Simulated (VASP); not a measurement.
# BiTe (Fm-3m) in VASP: a series of runs

Runs on BiTe. Level: HSE06. Tasks: single point.

Everything below comes from runs of VASP 6.6.1. Logs are shortened: lines on timing, memory, paths and dates and some standing lists are left out, and cuts for length are marked.

## (1) The cell of the first run

It takes space group Fm-3m (No. 225, cubic). Conventional cell: a = 6.338 Å, b = 6.338 Å, c = 6.338 Å, α = 90.00°, β = 90.00°, γ = 90.00°. Within 4.2 Å of Bi (site symmetry m-3m) lie 6 Te at 3.17 Å. Within 4.2 Å of Te (site symmetry m-3m) lie 6 Bi at 3.17 Å.

## (2) Single point, HSE06

The input, POSCAR:

```
BiTe
1.0
    0.0000000000      3.1689610617      3.1689610617
    3.1689610617      0.0000000000      3.1689610617
    3.1689610617      3.1689610617      0.0000000000
Bi Te
1 1
Direct
    0.0000000000      0.0000000000      0.0000000000
    0.5000000000      0.5000000000      0.5000000000
```

The input, INCAR.step1:

```
SYSTEM = BiTe
  ALGO = Normal
  EDIFF = 1E-5
  ENCUT = 520
  GGA = PE
  ISIF = 2
  ISMEAR = -1
  LASPH = .True.
  LCHARG = .False.
  LREAL = .False.
  LWAVE = .True.
  NBANDS = 18
  NELM = 60
  PREC = Accurate
  SIGMA = 0.05
```

The input, INCAR.step2:

```
SYSTEM = BiTe
  ALGO = Normal
  EDIFF = 1E-7
  ENCUT = 520
  GGA = PE
  HFSCREEN = 0.2079
  ISIF = 2
  ISMEAR = -1
  ISTART = 1
  LASPH = .True.
  LCHARG = .False.
  LHFCALC = .True.
  LREAL = .False.
  LWAVE = .False.
  NBANDS = 18
  NELM = 60
  PREC = Accurate
  PRECFOCK = Normal
  SIGMA = 0.05
```

The input, KPOINTS:

```
k-points
0
Gamma
  4 4 4
  0 0 0
```

Potentials or basis: VASP PAW PBE potentials, release 64 (Bi_d, Te).

The run is started by

```bash
$ cat potpaw_PBE.64/Bi_d/POTCAR potpaw_PBE.64/Te/POTCAR > POTCAR
$ cp INCAR.step1 INCAR
$ mpirun -np 1 vasp_std > vasp.out
$ cp INCAR.step2 INCAR
$ mpirun -np 1 vasp_std > vasp.out
```

OUTCAR:

```text
SYSTEM = BiTe
   EDIFF = 1E-7
   ENCUT = 520
   GGA = PE
   HFSCREEN = 0.2079
   ISIF = 2
   ISMEAR = -1
   ISTART = 1
   LASPH = .True.
   LHFCALC = .True.
   LREAL = .False.
   NELM = 60
   PREC = Accurate
   PRECFOCK = Normal

 ion  position               nearest neighbor table
   1  0.000  0.000  0.000-   2 3.17   2 3.17   2 3.17   2 3.17   2 3.17   2 3.17
   2  0.500  0.500  0.500-   1 3.17   1 3.17   1 3.17   1 3.17   1 3.17   1 3.17

  LATTYP: Found a face centered cubic cell.
 ALAT       =     6.3379221234

  Lattice vectors:

 A1 = (   0.0000000000,   3.1689610617,   3.1689610617)
 A2 = (   3.1689610617,   0.0000000000,   3.1689610617)
 A3 = (   3.1689610617,   3.1689610617,   0.0000000000)

Analysis of symmetry for initial positions (statically):
=====================================================================
 Subroutine PRICEL returns:
 Original cell was already a primitive cell.

 Routine SETGRP: Setting up the symmetry group for a
 face centered cubic supercell.

 Subroutine GETGRP returns: Found 48 space group operations
 (whereof 48 operations were pure point group operations)
 out of a pool of 48 trial point group operations.

The static configuration has the point symmetry O_h .

Analysis of symmetry for dynamics (positions and initial velocities):
=====================================================================
 Subroutine PRICEL returns:
 Original cell was already a primitive cell.

 Routine SETGRP: Setting up the symmetry group for a
 face centered cubic supercell.

 Subroutine GETGRP returns: Found 48 space group operations
 (whereof 48 operations were pure point group operations)
 out of a pool of 48 trial point group operations.

The dynamic configuration has the point symmetry O_h .

 Subroutine INISYM returns: Found 48 space group operations
 (whereof 48 operations are pure point group operations),
 and found     1 'primitive' translations

----------------------------------------------------------------------------------------

                                     Primitive cell

  volume of cell :      63.6474

  direct lattice vectors                    reciprocal lattice vectors
     0.000000000  3.168961062  3.168961062    -0.157780418  0.157780418  0.157780418
     3.168961062  0.000000000  3.168961062     0.157780418 -0.157780418  0.157780418
     3.168961062  3.168961062  0.000000000     0.157780418  0.157780418 -0.157780418

  length of vectors
     4.481587712  4.481587712  4.481587712     0.273283700  0.273283700  0.273283700

  position of ions in fractional coordinates (direct lattice)
     0.000000000  0.000000000  0.000000000
     0.500000000  0.500000000  0.500000000

  ion indices of the primitive-cell ions
   primitive index   ion index
                 1           1
                 2           2

----------------------------------------------------------------------------------------

 KPOINTS: k-points

Automatic generation of k-mesh.
 Grid dimensions read from file:
 generate k-points for:    4    4    4

 Generating k-lattice:

  Cartesian coordinates                     Fractional coordinates (reciprocal lattice)
    -0.039445104  0.039445104  0.039445104     0.250000000  0.000000000  0.000000000
     0.039445104 -0.039445104  0.039445104     0.000000000  0.250000000  0.000000000
     0.039445104  0.039445104 -0.039445104     0.000000000  0.000000000  0.250000000

  Length of vectors
     0.068320925  0.068320925  0.068320925

  Shift w.r.t. Gamma in fractional coordinates (k-lattice)
     0.000000000  0.000000000  0.000000000

 Subroutine IBZKPT returns following result:
 ===========================================

 Found      8 irreducible k-points:

 Following reciprocal coordinates:
            Coordinates               Weight
  0.000000  0.000000  0.000000      1.000000
  0.250000  0.000000  0.000000      8.000000
  0.500000  0.000000  0.000000      4.000000
  0.250000  0.250000  0.000000      6.000000
  0.500000  0.250000  0.000000     24.000000
 -0.250000  0.250000  0.000000     12.000000
  0.500000  0.500000  0.000000      3.000000
 -0.250000  0.500000  0.250000      6.000000
   k-points           NKPTS =      8   k-points in BZ     NKDIM =     64   number of bands    NBANDS=     18
   number of dos      NEDOS =    301   number of ions     NIONS =      2
   total plane-waves  NPLWV =  46656
   dimension x,y,z NGX =    36 NGY =   36 NGZ =   36
   dimension x,y,z NGXF=    72 NGYF=   72 NGZF=   72
   ions per type =               1   1
   NGX,Y,Z   is equivalent  to a cutoff of  13.35, 13.35, 13.35 a.u.
   NGXF,Y,Z  is equivalent  to a cutoff of  26.71, 26.71, 26.71 a.u.
 SYSTEM =  BiTe
   PREC   = accura    normal or accurate (medium, high low for compatibility)
   ISTART =      1    job   : 0-new  1-cont  2-samecut
   ICHARG =      0    charge: 1-file 2-atom 10-const
   ISPIN  =      1    spin polarized calculation?
   LNONCOLLINEAR =      F non collinear calculations
   LSORBIT =      F    spin-orbit coupling
   LASPH  =      T    aspherical Exc in radial PAW
   ENCUT  =  520.0 eV  38.22 Ry    6.18 a.u.   8.33  8.33  8.33*2*pi/ulx,y,z
   NELM   =     60;   NELMIN=  2; NELMDL=  0     # of ELM steps
   EDIFF  = 0.1E-06   stopping-criterion for ELM
   LREAL  =      F    real-space projection
   EDIFFG = 0.1E-05   stopping-criterion for IOM
   NSW    =      0    number of steps for IOM
   IBRION =     -1    ionic relax: 0-MD 1-quasi-New 2-CG
   NFREE  =      0    steps in history (QN), initial steepest desc. (CG)
   ISIF   =      2    stress and relaxation
   ISYM   =      3    0-nonsym 1-usesym 2-fastsym
   POTIM  = 0.5000    time-step for ionic-motion
   TEBEG  =    0.0;   TEEND  =   0.0 temperature during run
   PSTRESS=    0.0 pullay stress
   NELECT =      21.0000    total number of electrons
   NUPDOWN=      -1.0000    fix difference up-down
   EMIN   =  10.00;   EMAX   =-10.00  energy-range for DOS
   EFERMI =   0.00;   METHOD = LEGACY
   ISMEAR =    -1;   SIGMA  =   0.05  broadening in eV -4-tet -1-fermi 0-gaus
   EFERMI_NEDOS =   21; number of points for ismear=-14 and -15
   IALGO  =     38    algorithm
   IMIX   =      1    mixing-type and parameters
     AMIX     =   0.40;   BMIX     =  1.00
     AMIX_MAG =   1.60;   BMIX_MAG =  1.00
  volume/ion in A,a.u.               =      31.82       214.76
  Fermi-wavevector in a.u.,A,eV,Ry     =   1.131239  2.137732 17.411398  1.279702
  Thomas-Fermi vector in A             =   2.267937
   LORBIT       =      0    0 simple, 1 ext, 2 COOP (PROOUT), +10 PAW based schemes
   GGA     = PE    functional components
   LHFCALC =     T    Hartree Fock is set to
   PRECFOCK=normal    Normal, Fast or Accurate (Low or Medium for compatibility)
   ENCUT4O =  -1.0   cutoff for four orbital integrals eV
   NKREDX  =     1    reduce k-point grid by
   NKREDY  =     1    reduce k-point grid by
   NKREDZ  =     1    reduce k-point grid by
   AEXX    =    0.2500 exact exchange contribution
   HFSCREEN=    0.2079 screening length (either q_TF or 0.3 A-1)
   HFSCREENC=   0.2079 screening length for correlation (either q_TF or 0.3 A-1)
   ENCUTFOCK=  -1.0 apply spherical cutoff to Coloumb kernel
   IVDW    =     0    specifies the selected vdW correction
   LEPSILON=     F    determine dielectric tensor
   LRPA    =     F    only Hartree local field effects (RPA)
 non-spin polarized calculation
  energy-cutoff  :      520.00
  volume of cell :       63.65
 maximum number of plane-waves:      1724
 NGX is ok and might be reduce to    36
  NGX = 28; NGY = 28; NGZ = 28

 number of electron      21.0000001 magnetization

 Free energy of the ion-electron system (eV)
  ---------------------------------------------------
  ext. energy  EPLUGINS =         0.00000000
  ---------------------------------------------------
  free energy    TOTEN  =        -8.65519062 eV

  energy without entropy =       -8.64469173  energy(sigma->0) =       -8.64994117

 E-fermi :   7.3739     XC(G=0):  -8.0870

 val. band max:        7.1652407471   @ k =  -0.2500   0.2500   0.0000
 cond. band min:       7.4488635412   @ k =  -0.2500   0.2500   0.0000
 fundamental gap:      0.2836227942
 Fermi energy:         7.3739323285

 k-point     1 :       0.0000    0.0000    0.0000
  band No.  band energies     occupation
      1     -18.0326      2.00000
      2     -18.0326      2.00000
      3     -18.0199      2.00000
      4     -18.0199      2.00000
      5     -18.0199      2.00000
      6      -8.1691      2.00000
[... 10 lines left out ...]
     17      14.1700      0.00000
     18      14.2250      0.00000

 k-point     2 :       0.2500    0.0000    0.0000
  band No.  band energies     occupation
      1     -18.0359      2.00000
      2     -18.0359      2.00000
      3     -18.0187      2.00000
      4     -18.0158      2.00000
      5     -18.0158      2.00000
      6      -7.5054      2.00000
[... 10 lines left out ...]
     17      17.1650      0.00000
     18      17.4158      0.00000

 k-point     3 :       0.5000    0.0000    0.0000
  band No.  band energies     occupation
      1     -18.0396      2.00000
      2     -18.0396      2.00000
      3     -18.0174      2.00000
      4     -18.0111      2.00000
      5     -18.0111      2.00000
      6      -5.8606      2.00000
[... 10 lines left out ...]
     17      16.2071      0.00000
     18      17.3525      0.00000

 k-point     4 :       0.2500    0.2500    0.0000
  band No.  band energies     occupation
      1     -18.0432      2.00000
      2     -18.0296      2.00000
      3     -18.0224      2.00000
      4     -18.0130      2.00000
      5     -18.0130      2.00000
      6      -7.3151      2.00000
[... 10 lines left out ...]
     17      15.0999      0.00000
     18      15.2056      0.00000

 k-point     5 :       0.5000    0.2500    0.0000
  band No.  band energies     occupation
      1     -18.0467      2.00000
      2     -18.0326      2.00000
      3     -18.0195      2.00000
      4     -18.0105      2.00000
      5     -18.0088      2.00000
      6      -6.0340      2.00000
[... 10 lines left out ...]
     17      17.5173      0.00000
     18      18.0561      0.00000

 k-point     6 :      -0.2500    0.2500    0.0000
  band No.  band energies     occupation
      1     -18.0397      2.00000
      2     -18.0378      2.00000
      3     -18.0157      2.00000
      4     -18.0132      2.00000
      5     -18.0128      2.00000
      6      -6.4751      2.00000
[... 10 lines left out ...]
     17      16.1709      0.00000
     18      17.8727      0.00000

 k-point     7 :       0.5000    0.5000    0.0000
  band No.  band energies     occupation
      1     -18.0549      2.00000
      2     -18.0265      2.00000
      3     -18.0247      2.00000
      4     -18.0056      2.00000
      5     -18.0056      2.00000
      6      -5.9634      2.00000
[... 10 lines left out ...]
     17      17.8169      0.00000
     18      18.6801      0.00000

 k-point     8 :      -0.2500    0.5000    0.2500
  band No.  band energies     occupation
      1     -18.0478      2.00000
      2     -18.0329      2.00000
      3     -18.0154      2.00000
      4     -18.0154      2.00000
      5     -18.0056      2.00000
      6      -5.3693      2.00000
[... 10 lines left out ...]
     17      17.9665      0.00000
     18      18.9384      0.00000

------------------------ aborting loop because EDIFF is reached ----------------------------------------

  FORCE on cell =-STRESS in cart. coord.  units (eV):
  Direction    XX          YY          ZZ          XY          YZ          ZX
  --------------------------------------------------------------------------------------
  -------------------------------------------------------------------------------------
  Total        0.7509258      0.7509258      0.7509258     -0.0000000      0.0000000      0.0000000
  in kB       18.9028337     18.9028337     18.9028337     -0.0000000      0.0000000      0.0000000
  external PRESSURE =      18.9028337 kB  Pullay stress =       0.0000000 kB

 VOLUME and BASIS-vectors are now :
 -----------------------------------------------------------------------------
  energy-cutoff  :      520.00
  volume of cell :       63.65
      direct lattice vectors                 reciprocal lattice vectors
     0.000000000  3.168961062  3.168961062    -0.157780418  0.157780418  0.157780418
     3.168961062  0.000000000  3.168961062     0.157780418 -0.157780418  0.157780418
     3.168961062  3.168961062  0.000000000     0.157780418  0.157780418 -0.157780418

 POSITION                                       TOTAL-FORCE (eV/Angst)
 -----------------------------------------------------------------------------------
      0.00000      0.00000      0.00000        -0.000000     -0.000000      0.000000
      3.16896      3.16896      3.16896         0.000000      0.000000     -0.000000
 -----------------------------------------------------------------------------------
    total drift:                                0.000001      0.000002      0.000001

  FREE ENERGIE OF THE ION-ELECTRON SYSTEM (eV)
  ---------------------------------------------------
  free  energy   TOTEN  =        -8.6551906170 eV

  energy  without entropy=       -8.6446917277  energy(sigma->0) =       -8.64994117
```

Run time: 27 min. Hardware: 1 thread of Intel Xeon Platinum 8259CL at 2.50GHz (Skylake/Cascade Lake), shared host; peak memory 0.31 GiB.

Results:

```yaml
Free_energy: -8.6552 eV
Pressure: 1.9 GPa
Band_gap_on_the_k_mesh: zero (an odd number of electrons rules out a gap without spin polarisation)
```

Caveat: the k points lie up to 0.43 Å⁻¹ apart, too coarse for converged energies and pressures of a metal; the PAW data sets were made with another functional, which shifts forces and pressure a little; spin-orbit coupling is left out, which moves the levels of the heavy elements.

[end of part 1 of 2]

The gap in the log of VASP goes by the Fermi energy; the results here count the filled bands.